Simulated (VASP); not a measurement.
A run of VASP 6.6.1:

Contents of INCAR:

```
ALGO = Normal ; EDIFF = 1E-7
ENCUT = 520 ; GGA = PE
ISIF = 2 ; ISMEAR = -1
IVDW = 12 ; LASPH = True
LCHARG = False ; LREAL = Auto
LWAVE = False ; NBANDS = 48
NELM = 100 ; PREC = Accurate
SIGMA = 0.02
```

File KPOINTS:

```
k-points
0
Gamma
  2 2 2
```

Contents of POSCAR:

```
Si
1.0
    0.0000000000      5.4300000000      5.4300000000
    5.4300000000      0.0000000000      5.4300000000
    5.4300000000      5.4300000000      0.0000000000
Si
17
Direct
    0.0169229888     -0.0051634757     -0.0057672379
    0.1635969308      0.1085925663      0.1080173553
    0.0015308719     -0.0097250244      0.5015367759
    0.1221342939      0.1207359096      0.6227875807
    0.0015809066      0.5020963360     -0.0101785371
    0.1223265942      0.6233710551      0.1201569562
   -0.0092524322      0.4918524522      0.4912966433
    0.1155270622      0.6161713274      0.6156927215
    0.5226612147      0.0233369021      0.0227922953
    0.6494053416      0.1505597882      0.1501152354
    0.4935713866     -0.0052426553      0.5175918594
    0.6079801276      0.1086727931      0.6637104806
    0.4937469161      0.5180627536     -0.0057053330
    0.6080417369      0.6642988300      0.1081617293
    0.4896340393      0.5021084020      0.5015952319
    0.6195986264      0.6232813997      0.6228623318
    0.7892138946      0.2899304400      0.2892868113
```

Potentials or basis: VASP PAW PBE potentials, release 64 (Si).

Command:

```bash
$ cat potpaw_PBE.64/Si/POTCAR > POTCAR
$ mpirun -np 1 vasp_std > vasp.out
```

Hardware: 1 thread of Intel(R) Xeon(R) Platinum 8259CL CPU @ 2.50GHz (Skylake/Cascade Lake), on a shared host.

**Question.** Estimate the wall time of this run.

**Answer.** Run time: 3.5 min on 1 thread of Intel(R) Xeon(R) Platinum 8259CL CPU @ 2.50GHz (Skylake/Cascade Lake) (shared host), peak memory 0.47 GiB. Counts: scf iterations 16, k points 8.
